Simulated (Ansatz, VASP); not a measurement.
# PtSe2 in VASP and in Ansatz

```
Pt Se
1.0
     3.62192    0.00000    0.00000
    -1.81096    3.13668    0.00000
     0.00000    0.00000    4.92324
Pt Se
1 2
Direct
  0.00000 0.00000 0.00000
  0.66667 0.33333 0.75000
  0.33333 0.66667 0.25000
```

Change from the starting cell: volume scaled by 0.92.

Alike in both runs: functional BLYP; dispersion D4; k mesh 6 × 6 × 4; occupations fermi-dirac, width 0.01 eV; non-collinear spin, spin-orbit coupling.

|  | VASP | Ansatz |
| --- | --- | --- |
| version | VASP 6.6.1 | Ansatz 0.2.0 |
| potentials or method | VASP PAW PBE potentials, release 64 (Pt, Se), cutoff 520 eV | all-electron LAPW, relativistic spinors |
| task | single point | optical spectrum |

```tsv
	VASP	Ansatz	Ansatz less VASP
net moment per atom (μB)	0.00	0.00	0.000
```

VASP's potentials were made for PBE, not for BLYP. Ansatz ran all-electron here, and VASP with PAW potentials.

Noted on Ansatz's run: the k mesh is thin for a metal, which can move the energy by tens of meV per atom.
